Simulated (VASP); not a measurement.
# MoS2 (R-3m) in VASP: a series of runs, part 2 of 2

VASP 6.6.1.

## (3) Single point, PBE

Contents of POSCAR:

```
MoS2
1.0
    1.5855007458      0.9153892824      6.1150000000
   -1.5855007458      0.9153892824      6.1150000000
    0.0000000000     -1.8307785648      6.1150000000
Mo S
1 2
Direct
    0.0000000000      0.0000000000      0.0000000000
    0.7500000000      0.7500000000      0.7500000000
    0.2500000000      0.2500000000      0.2500000000
```

Contents of INCAR.step1:

```
SYSTEM = MoS2
PREC     = Accurate       ! precision mode
ENCUT    = 520            ! plane-wave cutoff, eV
EDIFF    = 1E-6           ! SCF threshold, eV
ISMEAR   = -1             ! smearing method
SIGMA    = 0.08           ! smearing width, eV
LREAL    = .False.        ! projectors in reciprocal space
LASPH    = .True.         ! aspherical terms in the spheres
NELM     = 60             ! most SCF steps
ALGO     = Normal         ! electronic algorithm
ISIF     = 2              ! what is computed and relaxed
LWAVE    = .False.        ! write WAVECAR
LCHARG   = .True.         ! write CHGCAR
LMAXMIX  = 4              ! l up to which the mixer works
GGA      = PE             ! functional
NBANDS   = 20             ! bands
```

Contents of KPOINTS.step1:

```
Automatic mesh
0
Gamma
  13 13 13
  0 0 0
```

Contents of INCAR.step2:

```
SYSTEM = MoS2
PREC     = Accurate       ! precision mode
ENCUT    = 520            ! plane-wave cutoff, eV
EDIFF    = 1E-6           ! SCF threshold, eV
ISMEAR   = -5             ! smearing method
SIGMA    = 0.08           ! smearing width, eV
LREAL    = .False.        ! projectors in reciprocal space
LASPH    = .True.         ! aspherical terms in the spheres
NELM     = 60             ! most SCF steps
ALGO     = Normal         ! electronic algorithm
ISIF     = 2              ! what is computed and relaxed
LWAVE    = .False.        ! write WAVECAR
LCHARG   = .False.        ! write CHGCAR
LMAXMIX  = 4              ! l up to which the mixer works
GGA      = PE             ! functional
LORBIT   = 11             ! projections on sites
NBANDS   = 20             ! bands
NEDOS    = 2001           ! points of the DOS
ICHARG   = 11             ! starting density
```

Contents of KPOINTS.step2:

```
Automatic mesh
0
Gamma
  20 20 20
  0 0 0
```

Potentials or basis: VASP PAW PBE potentials, release 64 (Mo_sv, S).

The run is started by

```bash
$ cat potpaw_PBE.64/Mo_sv/POTCAR potpaw_PBE.64/S/POTCAR > POTCAR
$ cp INCAR.step1 INCAR
$ cp KPOINTS.step1 KPOINTS
$ mpirun -np 1 vasp_std > vasp.out
$ cp INCAR.step2 INCAR
$ cp KPOINTS.step2 KPOINTS
$ mpirun -np 1 vasp_std > vasp.out
```

OUTCAR:

```text
SYSTEM = MoS2
   PREC = Accurate
   ENCUT = 520
   EDIFF = 1E-6
   ISMEAR = -5
   LREAL = .False.
   LASPH = .True.
   NELM = 60
   ISIF = 2
   GGA = PE
   LORBIT = 11
   ICHARG = 11

 ion  position               nearest neighbor table
   1  0.000  0.000  0.000-   2 2.39   2 2.39   3 2.39   3 2.39   2 2.39   3 2.39
   2  0.750  0.750  0.750-   1 2.39   1 2.39   1 2.39
   3  0.250  0.250  0.250-   1 2.39   1 2.39   1 2.39

  LATTYP: Found a trigonal (rhomboedric) cell.
 ALAT       =     6.3831790789
 COS(alpha) =     0.8766074783

  Lattice vectors:

 A1 = (   1.5855007458,   0.9153892824,   6.1150000000)
 A2 = (  -1.5855007458,   0.9153892824,   6.1150000000)
 A3 = (   0.0000000000,  -1.8307785648,   6.1150000000)

Analysis of symmetry for initial positions (statically):
=====================================================================
 Subroutine PRICEL returns:
 Original cell was already a primitive cell.

 Routine SETGRP: Setting up the symmetry group for a
 trigonal (rhombohedral) supercell.

 Subroutine GETGRP returns: Found 12 space group operations
 (whereof 12 operations were pure point group operations)
 out of a pool of 12 trial point group operations.

The static configuration has the point symmetry D_3d.

Analysis of symmetry for dynamics (positions and initial velocities):
=====================================================================
 Subroutine PRICEL returns:
 Original cell was already a primitive cell.

 Routine SETGRP: Setting up the symmetry group for a
 trigonal (rhombohedral) supercell.

 Subroutine GETGRP returns: Found 12 space group operations
 (whereof 12 operations were pure point group operations)
 out of a pool of 12 trial point group operations.

The dynamic configuration has the point symmetry D_3d.

 Subroutine INISYM returns: Found 12 space group operations
 (whereof 12 operations are pure point group operations),
 and found     1 'primitive' translations

----------------------------------------------------------------------------------------

                                     Primitive cell

  volume of cell :      53.2500

  direct lattice vectors                    reciprocal lattice vectors
     1.585500746  0.915389282  6.115000000     0.315357783  0.182071901  0.054510766
    -1.585500746  0.915389282  6.115000000    -0.315357783  0.182071901  0.054510766
     0.000000000 -1.830778565  6.115000000     0.000000000 -0.364143802  0.054510766

  length of vectors
     6.383179079  6.383179079  6.383179079     0.368201211  0.368201211  0.368201211

  position of ions in fractional coordinates (direct lattice)
     0.000000000  0.000000000  0.000000000
     0.750000000  0.750000000  0.750000000
     0.250000000  0.250000000  0.250000000

  ion indices of the primitive-cell ions
   primitive index   ion index
                 1           1
                 2           2
                 3           3

----------------------------------------------------------------------------------------

 KPOINTS: Automatic mesh

[... 27 lines left out ...]
  0.050000 -0.000000 -0.000000      6.000000
  0.100000 -0.000000 -0.000000      6.000000
  0.150000 -0.000000  0.000000      6.000000
  0.200000 -0.000000 -0.000000      6.000000
  0.250000  0.000000 -0.000000      6.000000
[... 16 lines left out ...]
 -0.400000  0.050000  0.000000     12.000000
 -0.350000  0.050000  0.000000     12.000000
 [... further k-points ...]
   k-points           NKPTS =    781   k-points in BZ     NKDIM =    781   number of bands    NBANDS=     20
   number of dos      NEDOS =   2001   number of ions     NIONS =      3
   total plane-waves  NPLWV = 110592
   dimension x,y,z NGX =    48 NGY =   48 NGZ =   48
   dimension x,y,z NGXF=    96 NGYF=   96 NGZF=   96
   ions per type =               1   2
   NGX,Y,Z   is equivalent  to a cutoff of  12.50, 12.50, 12.50 a.u.
   NGXF,Y,Z  is equivalent  to a cutoff of  25.00, 25.00, 25.00 a.u.
 SYSTEM =  MoS2
   PREC   = accura    normal or accurate (medium, high low for compatibility)
   ISTART =      0    job   : 0-new  1-cont  2-samecut
   ICHARG =     11    charge: 1-file 2-atom 10-const
   ISPIN  =      1    spin polarized calculation?
   LNONCOLLINEAR =      F non collinear calculations
   LSORBIT =      F    spin-orbit coupling
   LASPH  =      T    aspherical Exc in radial PAW
   ENCUT  =  520.0 eV  38.22 Ry    6.18 a.u.  11.87 11.87 11.87*2*pi/ulx,y,z
   NELM   =     60;   NELMIN=  2; NELMDL=  0     # of ELM steps
   EDIFF  = 0.1E-05   stopping-criterion for ELM
   LREAL  =      F    real-space projection
   EDIFFG = 0.1E-04   stopping-criterion for IOM
   NSW    =      0    number of steps for IOM
   IBRION =     -1    ionic relax: 0-MD 1-quasi-New 2-CG
   NFREE  =      0    steps in history (QN), initial steepest desc. (CG)
   ISIF   =      2    stress and relaxation
   ISYM   =      2    0-nonsym 1-usesym 2-fastsym
   POTIM  = 0.5000    time-step for ionic-motion
   TEBEG  =    0.0;   TEEND  =   0.0 temperature during run
   PSTRESS=    0.0 pullay stress
   NELECT =      26.0000    total number of electrons
   NUPDOWN=      -1.0000    fix difference up-down
   EMIN   =  10.00;   EMAX   =-10.00  energy-range for DOS
   EFERMI =   0.00;   METHOD = LEGACY
   ISMEAR =    -5;   SIGMA  =   0.08  broadening in eV -4-tet -1-fermi 0-gaus
   EFERMI_NEDOS =   21; number of points for ismear=-14 and -15
   IALGO  =     38    algorithm
   IMIX   =      4    mixing-type and parameters
     AMIX     =   0.40;   BMIX     =  1.00
     AMIX_MAG =   1.60;   BMIX_MAG =  1.00
  volume/ion in A,a.u.               =      17.75       119.78
  Fermi-wavevector in a.u.,A,eV,Ry     =   1.289118  2.436079 22.610499  1.661825
  Thomas-Fermi vector in A             =   2.421030
   LORBIT       =     11    0 simple, 1 ext, 2 COOP (PROOUT), +10 PAW based schemes
   GGA     = PE    functional components
   LHFCALC =     F    Hartree Fock is set to
   AEXX    =    0.0000 exact exchange contribution
   IVDW    =     0    specifies the selected vdW correction
   LEPSILON=     F    determine dielectric tensor
   LRPA    =     F    only Hartree local field effects (RPA)
 non-spin polarized calculation
 Fermi weights with tetrahedron method with Bloechl corrections
  energy-cutoff  :      520.00
  volume of cell :       53.25
 maximum number of plane-waves:      1452

 number of electron      25.9999998 magnetization

 Free energy of the ion-electron system (eV)
  ---------------------------------------------------
  ext. energy  EPLUGINS =         0.00000000
  ---------------------------------------------------
  free energy    TOTEN  =       -20.93845652 eV

  energy without entropy =      -20.93845652  energy(sigma->0) =      -20.93845652

 E-fermi :   7.7930     XC(G=0): -10.8254

 val. band max:        7.8118490523   @ k =  -0.1500  -0.4500   0.1000
 cond. band min:       7.7109743668   @ k =   0.4500   0.4500   0.4500
 fundamental gap:     -0.1008746856
 Fermi energy:         7.7930385074

 k-point     1 :       0.0000    0.0000    0.0000
  band No.  band energies     occupation
      1     -53.9956      2.00000
      2     -28.0731      2.00000
      3     -27.9902      2.00000
      4     -27.9902      2.00000
      5      -7.4055      2.00000
      6      -5.7730      2.00000
[... 541 lines left out ...]
     19      15.2077      0.00000
     20      16.0228      0.00000

 [... further k-points ...]

------------------------ aborting loop because EDIFF is reached ----------------------------------------

  FORCE on cell =-STRESS in cart. coord.  units (eV):
  Direction    XX          YY          ZZ          XY          YZ          ZX
  --------------------------------------------------------------------------------------
  -------------------------------------------------------------------------------------
  Total        2.1396945      2.1396945      3.4203835      0.0000000      0.0000000     -0.0000000
  in kB       64.3787248     64.3787248    102.9118547      0.0000000      0.0000000     -0.0000000
  external PRESSURE =      77.2231014 kB  Pullay stress =       0.0000000 kB

 VOLUME and BASIS-vectors are now :
 -----------------------------------------------------------------------------
  energy-cutoff  :      520.00
  volume of cell :       53.25
      direct lattice vectors                 reciprocal lattice vectors
     1.585500746  0.915389282  6.115000000     0.315357783  0.182071901  0.054510766
    -1.585500746  0.915389282  6.115000000    -0.315357783  0.182071901  0.054510766
     0.000000000 -1.830778565  6.115000000     0.000000000 -0.364143802  0.054510766

 POSITION                                       TOTAL-FORCE (eV/Angst)
 -----------------------------------------------------------------------------------
      0.00000      0.00000      0.00000         0.000000      0.000000     -0.000000
      0.00000      0.00000     13.75875         0.000000      0.000000      0.980952
      0.00000      0.00000      4.58625         0.000000     -0.000000     -0.980952
 -----------------------------------------------------------------------------------
    total drift:                               -0.000000     -0.000000     -0.000000

  FREE ENERGIE OF THE ION-ELECTRON SYSTEM (eV)
  ---------------------------------------------------
  free  energy   TOTEN  =       -20.9384565211 eV

  energy  without entropy=      -20.9384565211  energy(sigma->0) =      -20.93845652

 total charge

# of ion       s       p       d       tot
------------------------------------------
    1        2.304   6.234   3.957  12.495
    2        1.367   2.345   0.000   3.712
    3        1.367   2.345   0.000   3.712
--------------------------------------------------
tot          5.038  10.924   3.957  19.919
```

It took 51 min on 1 thread of Oxide Virtual Turin-like, shared host; peak memory 0.86 GiB.

Results:

```
Valence electrons inside the program's atomic spheres : Mo 12.49; S 3.71
```
